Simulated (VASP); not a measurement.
Runs of VASP 6.6.1 on Cu. The structure is that of space group Fd-3m (No. 227), or close to it. The cells are those of the table. 

| task | cell | cutoff (eV) | smearing | gap on the mesh (eV) | pressure (GPa) |
| --- | --- | --- | --- | --- | --- |
| single point | a = 2.789 Å, angles 60.0°, 2 atoms | 520 | fermi-dirac 0.08 eV | none | (a) |
| single point | a = 3.514 Å, angles 60.0°, 2 atoms | 520 | tetrahedron | none | 21.5 |
| single point | a = 3.005 Å, angles 60.0°, 2 atoms | 520 | fermi-dirac 0.08 eV | none | 207.2 |
| single point | a = 3.361 Å, angles 60.0°, 2 atoms | 520 | fermi-dirac 0.08 eV | none | 47.0 |
| single point | a = 3.655 Å, angles 60.0°, 2 atoms | 520 | fermi-dirac 0.08 eV | none | (b) |
| single point | a = 3.193 Å, angles 60.0°, 2 atoms | 520 | fermi-dirac 0.08 eV | none | 98.1 |
| relaxation of cell and atoms | relaxed from a = 3.483 Å, angles 60.0°, 2 atoms | 600 | fermi-dirac 0.08 eV | none | 0.0 |

Alike in all rows: level PBE; potentials or basis VASP PAW PBE potentials, release 64 (Cu); no spin polarisation; k mesh 13 × 13 × 13.

Question: Estimate the missing entries.

Answer: (a) 446.5; (b) 7.8.

A gap of «none» marks levels without a gap at the run's occupations.
